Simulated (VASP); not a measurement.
Wanted: the native input for a VASP 6.6.1 run.

```
Task                   : single point
Functional             : PBE
Potentials or basis    : VASP PAW PBE potentials, release 64 (Ni, Al)
Cutoff                 : 520 eV
k mesh                 : 16 × 16 × 14
Occupations            : fermi-dirac, width 0.05 eV
Spin                   : no spin polarisation
Dipole correction      : no
Further INCAR settings : ALGO = Normal; EDIFF = 1e-06; NBANDS = 14
```

The structure of AlNi (WC type) lies in POSCAR:

```
AlNi
1.0
    2.3700701802      0.0000000000      0.0000000000
   -1.1850350901      2.0525409848      0.0000000000
    0.0000000000      0.0000000000      3.4498083463
Ni Al
1 1
Direct
    0.0000000000      0.0000000000      0.0000000000
    0.3333333333      0.6666666667      0.5000000000
```

These files were run (other wordings do the same):

INCAR

```
SYSTEM = AlNi
  PREC = Accurate
  ENCUT = 520
  EDIFF = 1E-6
  ISMEAR = -1
  SIGMA = 0.05
  LREAL = .False.
  LASPH = .True.
  NELM = 80
  ALGO = Normal
  ISIF = 2
  LWAVE = .False.
  LCHARG = .False.
  GGA = PE
  NBANDS = 14
```

KPOINTS

```
Automatic mesh
0
Gamma
  16 16 14
  0 0 0
```

Potentials or basis: VASP PAW PBE potentials, release 64 (Ni, Al).

The run is started by

```bash
$ cat potpaw_PBE.64/Ni/POTCAR potpaw_PBE.64/Al/POTCAR > POTCAR
$ mpirun -np 1 vasp_std > vasp.out
```

It gave:

The pressure is 139.9 GPa.

Run time: 74 s on 1 thread of AMD EPYC 7R13, with other jobs on the host, peak memory 0.14 GiB.
